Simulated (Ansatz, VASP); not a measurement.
# GaP in VASP and in Ansatz

```xyz
2
Lattice="0.0000 2.7530 2.7530 2.7530 0.0000 2.7530 2.7530 2.7530 0.0000" Properties=species:S:1:pos:R:3 pbc="T T T"
Ga    0.0000    0.0000    0.0000
P     1.3765    1.3765    1.3765
```

Alike in both runs: task single point; functional HSE06; k mesh 6 × 6 × 6; no spin polarisation.

```csv
,VASP,Ansatz
version,VASP 6.6.1,Ansatz 0.2.0
potentials or method,"VASP PAW PBE potentials, release 64 (Ga_d, P), cutoff 400 eV","scalar-relativistic, plane waves, PAW"
occupations,"gaussian, width 0.01 eV",fixed
valence electrons in the cell,18,18
```

Ansatz gave:

| Property | Result |
| --- | --- |
| gap on the k mesh at the Fermi level (eV) | 2.35 |
| least direct gap on the mesh (eV) | 2.53 |

Q: What did VASP give for the same quantities?

A: gap on the k mesh at the Fermi level (eV): 2.35; least direct gap on the mesh (eV): 2.52.

Ansatz's warnings: stress exchange threshold loose, stress scf threshold loose.
